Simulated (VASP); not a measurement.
**Al: single point with PBEsol**

Crystal: Al.

```
Al
1.0
     2.81245    0.00000    0.00000
    -1.40623    2.43566    0.00000
     0.00000    0.00000    4.86685
Al
2
Cartesian
  1.4062 0.8119 3.6501
  0.0000 1.6238 1.2167
```

* Program: VASP 6.6.1
* Task: single point
* Functional: PBEsol
* Potentials or basis: VASP PAW PBE potentials, release 64 (Al)
* Cutoff: 500 eV
* k mesh: 8 × 8 × 4
* Occupations: fermi-dirac, width 0.1 eV
* Spin: no spin polarisation

| Item | Value |
| --- | --- |
| Pressure | -1.6 GPa |
| Band gap on the k mesh | zero (band 3 reaches 11.17 eV, above the bottom of band 4 at 4.76 eV) |

Stress tensor (GPa, compression positive):
```
-2.62  0.00  0.00
 0.00 -2.62  0.00
 0.00  0.00  0.50
```

Levels at points of the mesh, in eV from the Fermi level:
| k point | band 1 | band 2 | band 3 | band 4 | band 5 | band 6 |
| --- | --- | --- | --- | --- | --- | --- |
| (0.00, 0.00, 0.00) | -11.01 | -5.00 | -4.78 | 11.19 | 11.47 | 11.47 |
| (0.50, 0.00, 0.00) | -4.97 | -4.87 | 0.67 | 0.67 | 1.39 | 1.50 |
| (0.00, 0.00, 0.50) | -9.45 | -9.45 | 2.44 | 2.44 | 12.51 | 12.51 |
| (0.50, 0.00, 0.50) | -3.75 | -3.75 | -3.03 | -3.03 | 7.47 | 7.47 |

Run time: 6.7 s on 1 thread of Intel(R) Xeon(R) Platinum 8488C (Sapphire Rapids) (shared host), peak memory 0.14 GiB.

Caveat: the PAW data sets were made with another functional, which shifts forces and pressure a little.
